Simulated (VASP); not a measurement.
# C (Cmmm) in VASP: relaxation of cell and atoms with PBE

Aim: the relaxation of cell and atoms of C with PBE.

All numbers are computed with VASP 6.6.1; they aren't measurements. Logs are shortened: lines on timing, memory, paths and dates and some standing lists are left out, and cuts for length are marked.

## Step 1: The cell of the first run

The structure is orthorhombic, space group Cmmm (No. 65). The conventional cell has a = 2.474 Å, b = 6.070 Å, c = 2.464 Å, α = 90.00°, β = 90.00°, γ = 90.00°. C (site symmetry m2m) has 4 C at 1.49 to 1.65 Å within 2.0 Å. Within 2.2 Å of C (site symmetry mmm) lie 4 C at 1.65 Å.

The cell was generated, and may not be a known phase.

## Step 2: Relaxation of cell and atoms, PBE

INCAR

```
PREC = Accurate
ENCUT = 600
EDIFF = 1E-6
ISMEAR = 0
SIGMA = 0.1
LREAL = False
LASPH = True
NELM = 60
ALGO = Normal
ISIF = 3
LWAVE = False
LCHARG = False
GGA = PE
IBRION = 2
NSW = 100
EDIFFG = -0.01
```

KPOINTS

```
Automatic mesh
0
Gamma
  20 20 18
```

POSCAR

```
C
1.0
    1.2371465001     -3.0351767337      0.0000000000
    1.2371465001      3.0351767337      0.0000000000
    0.0000000000      0.0000000000      2.4635143776
C
3
Direct
    0.6813114277      0.3186885723      0.5000000000
    0.3186885723      0.6813114277      0.5000000000
    0.5000000000      0.5000000000      0.0000000000
```

Potentials or basis: VASP PAW PBE potentials, release 64 (C).

Started as:

```console
cat potpaw_PBE.64/C/POTCAR > POTCAR
mpirun -np 1 vasp_std > vasp.out
```

OUTCAR:

```text
PREC = Accurate
   ENCUT = 600
   EDIFF = 1E-6
   ISMEAR = 0
   LREAL = False
   LASPH = True
   NELM = 60
   ISIF = 3
   GGA = PE
   IBRION = 2
   NSW = 100
   EDIFFG = -0.01

 ion  position               nearest neighbor table
   1  0.681  0.319  0.500-   2 1.49   2 1.49   3 1.65   3 1.65
   2  0.319  0.681  0.500-   1 1.49   1 1.49   3 1.65   3 1.65
   3  0.500  0.500  0.000-   1 1.65   2 1.65   1 1.65   2 1.65

  LATTYP: Found a base centered orthorhombic cell.
 ALAT       =     2.4742930002
 B/A-ratio  =     2.4533688884
 C/A-ratio  =     0.9956437566

  Lattice vectors:

 A1 = (   1.2371465001,  -3.0351767337,   0.0000000000)
 A2 = (   1.2371465001,   3.0351767337,   0.0000000000)
 A3 = (   0.0000000000,   0.0000000000,   2.4635143776)

Analysis of symmetry for initial positions (statically):
=====================================================================
 Subroutine PRICEL returns:
 Original cell was already a primitive cell.

 Routine SETGRP: Setting up the symmetry group for a
 base centered orthorhombic supercell.

 Subroutine GETGRP returns: Found  8 space group operations
 (whereof  8 operations were pure point group operations)
 out of a pool of  8 trial point group operations.

The static configuration has the point symmetry D_2h.

Analysis of symmetry for dynamics (positions and initial velocities):
=====================================================================
 Subroutine PRICEL returns:
 Original cell was already a primitive cell.

 Routine SETGRP: Setting up the symmetry group for a
 base centered orthorhombic supercell.

 Subroutine GETGRP returns: Found  8 space group operations
 (whereof  8 operations were pure point group operations)
 out of a pool of  8 trial point group operations.

The dynamic configuration has the point symmetry D_2h.

 Subroutine INISYM returns: Found  8 space group operations
 (whereof  8 operations are pure point group operations),
 and found     1 'primitive' translations

----------------------------------------------------------------------------------------

                                     Primitive cell

  volume of cell :      18.5008

  direct lattice vectors                    reciprocal lattice vectors
     1.237146500 -3.035176734  0.000000000     0.404155854 -0.164735053  0.000000000
     1.237146500  3.035176734  0.000000000     0.404155854  0.164735053  0.000000000
     0.000000000  0.000000000  2.463514378     0.000000000  0.000000000  0.405924158

  length of vectors
     3.277625553  3.277625553  2.463514378     0.436439677  0.436439677  0.405924158

  position of ions in fractional coordinates (direct lattice)
     0.681311428  0.318688572  0.500000000
     0.318688572  0.681311428  0.500000000
     0.500000000  0.500000000  0.000000000

  ion indices of the primitive-cell ions
   primitive index   ion index
                 1           1
                 2           2
                 3           3

----------------------------------------------------------------------------------------

 KPOINTS: Automatic mesh

Automatic generation of k-mesh.
 Grid dimensions read from file:
 generate k-points for:   20   20   18

 Generating k-lattice:

  Cartesian coordinates                     Fractional coordinates (reciprocal lattice)
     0.020207793 -0.008236753  0.000000000     0.050000000  0.000000000  0.000000000
     0.020207793  0.008236753  0.000000000     0.000000000  0.050000000  0.000000000
     0.000000000  0.000000000  0.022551342     0.000000000  0.000000000  0.055555556

  Length of vectors
     0.021821984  0.021821984  0.022551342

  Shift w.r.t. Gamma in fractional coordinates (k-lattice)
     0.000000000  0.000000000  0.000000000

 Subroutine IBZKPT returns following result:
 ===========================================

 Found   1110 irreducible k-points:

 Following reciprocal coordinates:
            Coordinates               Weight
  0.000000  0.000000  0.000000      1.000000
  0.050000 -0.000000  0.000000      4.000000
  0.100000 -0.000000  0.000000      4.000000
  0.150000 -0.000000  0.000000      4.000000
  0.200000 -0.000000  0.000000      4.000000
  0.250000 -0.000000  0.000000      4.000000
[... 16 lines left out ...]
 -0.400000  0.050000  0.000000      4.000000
 -0.350000  0.050000  0.000000      4.000000
 [... further k-points ...]
   k-points           NKPTS =   1110   k-points in BZ     NKDIM =   1110   number of bands    NBANDS=     10
   number of dos      NEDOS =    301   number of ions     NIONS =      3
   total plane-waves  NPLWV =  15680
   dimension x,y,z NGX =    28 NGY =   28 NGZ =   20
   dimension x,y,z NGXF=    56 NGYF=   56 NGZF=   40
   ions per type =               3
   NGX,Y,Z   is equivalent  to a cutoff of  14.20, 14.20, 13.50 a.u.
   NGXF,Y,Z  is equivalent  to a cutoff of  28.40, 28.40, 26.99 a.u.
 SYSTEM =  unknown system
   PREC   = accura    normal or accurate (medium, high low for compatibility)
   ISTART =      0    job   : 0-new  1-cont  2-samecut
   ICHARG =      2    charge: 1-file 2-atom 10-const
   ISPIN  =      1    spin polarized calculation?
   LNONCOLLINEAR =      F non collinear calculations
   LSORBIT =      F    spin-orbit coupling
   LASPH  =      T    aspherical Exc in radial PAW
   ENCUT  =  600.0 eV  44.10 Ry    6.64 a.u.   6.55  6.55  4.92*2*pi/ulx,y,z
   NELM   =     60;   NELMIN=  2; NELMDL= -5     # of ELM steps
   EDIFF  = 0.1E-05   stopping-criterion for ELM
   LREAL  =      F    real-space projection
   EDIFFG = -.1E-01   stopping-criterion for IOM
   NSW    =    100    number of steps for IOM
   IBRION =      2    ionic relax: 0-MD 1-quasi-New 2-CG
   NFREE  =      1    steps in history (QN), initial steepest desc. (CG)
   ISIF   =      3    stress and relaxation
   ISYM   =      2    0-nonsym 1-usesym 2-fastsym
   POTIM  = 0.5000    time-step for ionic-motion
   TEBEG  =    0.0;   TEEND  =   0.0 temperature during run
   PSTRESS=    0.0 pullay stress
   NELECT =      12.0000    total number of electrons
   NUPDOWN=      -1.0000    fix difference up-down
   EMIN   =  10.00;   EMAX   =-10.00  energy-range for DOS
   EFERMI =   0.00;   METHOD = LEGACY
   ISMEAR =     0;   SIGMA  =   0.10  broadening in eV -4-tet -1-fermi 0-gaus
   EFERMI_NEDOS =   21; number of points for ismear=-14 and -15
   IALGO  =     38    algorithm
   IMIX   =      4    mixing-type and parameters
     AMIX     =   0.40;   BMIX     =  1.00
     AMIX_MAG =   1.60;   BMIX_MAG =  1.00
  volume/ion in A,a.u.               =       6.17        41.62
  Fermi-wavevector in a.u.,A,eV,Ry     =   1.417115  2.677960 27.323433  2.008216
  Thomas-Fermi vector in A             =   2.538379
   LORBIT       =      0    0 simple, 1 ext, 2 COOP (PROOUT), +10 PAW based schemes
   GGA     = PE    functional components
   LHFCALC =     F    Hartree Fock is set to
   AEXX    =    0.0000 exact exchange contribution
   IVDW    =     0    specifies the selected vdW correction
   LEPSILON=     F    determine dielectric tensor
   LRPA    =     F    only Hartree local field effects (RPA)
 conjugate gradient relaxation of ions
 non-spin polarized calculation
 Gauss-broadening in eV      SIGMA  =   0.10
  energy-cutoff  :      600.00
  volume of cell :       18.50
 maximum number of plane-waves:       634
 NGX is ok and might be reduce to    28
   NGX = 13   NGY = 13   NGZ =  9

--------------------------------------- Ionic step        1  -------------------------------------------

 number of electron      12.0000001 magnetization

 Free energy of the ion-electron system (eV)
  ---------------------------------------------------
  ext. energy  EPLUGINS =         0.00000000
  ---------------------------------------------------
  free energy    TOTEN  =       -22.79685379 eV

  energy without entropy =      -22.79251219  energy(sigma->0) =      -22.79468299

------------------------ aborting loop because EDIFF is reached ----------------------------------------

  FORCE on cell =-STRESS in cart. coord.  units (eV):
  Direction    XX          YY          ZZ          XY          YZ          ZX
  --------------------------------------------------------------------------------------
  -------------------------------------------------------------------------------------
  Total        0.0129759     -0.0799254      0.2222500     -0.0000000      0.0000000      0.0000000
  in kB        1.1237171     -6.9215781     19.2469571     -0.0000000      0.0000000      0.0000000
  external PRESSURE =       4.4830321 kB  Pullay stress =       0.0000000 kB
[... 59 lines left out ...]
  energy  without entropy=      -22.7928341774  energy(sigma->0) =      -22.79497851

--------------------------------------- Ionic step        3  -------------------------------------------

 number of electron      12.0000001 magnetization

 Free energy of the ion-electron system (eV)
  ---------------------------------------------------
  ext. energy  EPLUGINS =         0.00000000
  ---------------------------------------------------
  free energy    TOTEN  =       -22.79718155 eV

  energy without entropy =      -22.79287583  energy(sigma->0) =      -22.79502869

 E-fermi :   9.3743     XC(G=0): -12.9439

 val. band max:        9.3728769289   @ k =   0.3000   0.2500   0.1667
 cond. band min:       9.3775251857   @ k =  -0.1500   0.0500   0.0000
 fundamental gap:      0.0046482568
 Fermi energy:         9.3742717524

 k-point     1 :       0.0000    0.0000    0.0000
  band No.  band energies     occupation
      1     -12.1547      2.00000
      2      -0.4867      2.00000
      3       0.1132      2.00000
      4       3.7629      2.00000
      5       4.6737      2.00000
      6       9.9331      0.00000
      7      14.4936      0.00000
      8      14.7875      0.00000
      9      15.6147      0.00000
     10      16.5981      0.00000
[... 287 lines left out ...]
 k-point    24 :      -0.3500    0.0500    0.0000
  band No.  band energies     occupation
      1     -10.0580      2.00000
      2      -3.6578      2.00000
      3      -0.4853      2.00000
      4       2.9831      2.00000
      5       5.3179      2.00000
      6       7.7800      2.00000
      7      11.9450      0.00000
      8      16.2988      0.00000
      9      19.0647      0.00000
     10      19.1749      0.00000

 [... further k-points ...]
[... 5 lines left out ...]
  --------------------------------------------------------------------------------------
  -------------------------------------------------------------------------------------
  Total        0.0065236     -0.0250516     -0.0119191     -0.0000000      0.0000000      0.0000000
  in kB        0.5639550     -2.1656737     -1.0303924     -0.0000000      0.0000000      0.0000000
  external PRESSURE =      -0.8773704 kB  Pullay stress =       0.0000000 kB
[... 18 lines left out ...]
  FREE ENERGIE OF THE ION-ELECTRON SYSTEM (eV)
  ---------------------------------------------------
  free  energy   TOTEN  =       -22.7971815489 eV

  energy  without entropy=      -22.7928758329  energy(sigma->0) =      -22.79502869

 reached required accuracy - stopping structural energy minimisation
```

It took 9.9 min on 1 thread of Intel Xeon 8259CL, shared host; peak memory 0.32 GiB.

Results:

```
Free energy                           : -22.7972 eV
Relaxed volume                        : 6.18 Å³/atom
Relaxed cell                          : a = 3.275 Å, b = 3.275 Å, c = 2.470 Å, α = 90.00°, β = 90.00°, γ = 135.61°
Space group after relaxing (to 0.1 Å) : Cmmm (No. 65)
Energy gained by relaxing             : 0.1 meV/atom
Ionic steps                           : 3
Pressure after relaxing               : -0.1 GPa
Largest force after relaxing          : 0.004 eV/Å
Band gap on the k mesh                : zero (bands 6 and 7 overlap by 5.01 eV)
```

Forces on the atoms (eV/Å):
```
C    0.000 -0.004  0.000
C    0.000  0.004  0.000
C    0.000  0.000  0.000
```

Step by step:
```
step  energy change (eV)  largest force (eV/Å)  pressure (GPa)  volume (Å³)
   1              0.0000                0.0204            0.45        18.50
   2             -0.0003                0.0034           -0.31        18.55
   3             -0.0003                0.0037           -0.09        18.53
```

Final structure:
```xyz
3
Lattice="1.2373 -3.0324 0.0000 1.2373 3.0324 0.0000 0.0000 0.0000 2.4697" Properties=species:S:1:pos:R:3 pbc="T T T"
C     1.2373   -1.1003    1.2349
C     1.2373    1.1003    1.2349
C     1.2373    0.0000    0.0000
```
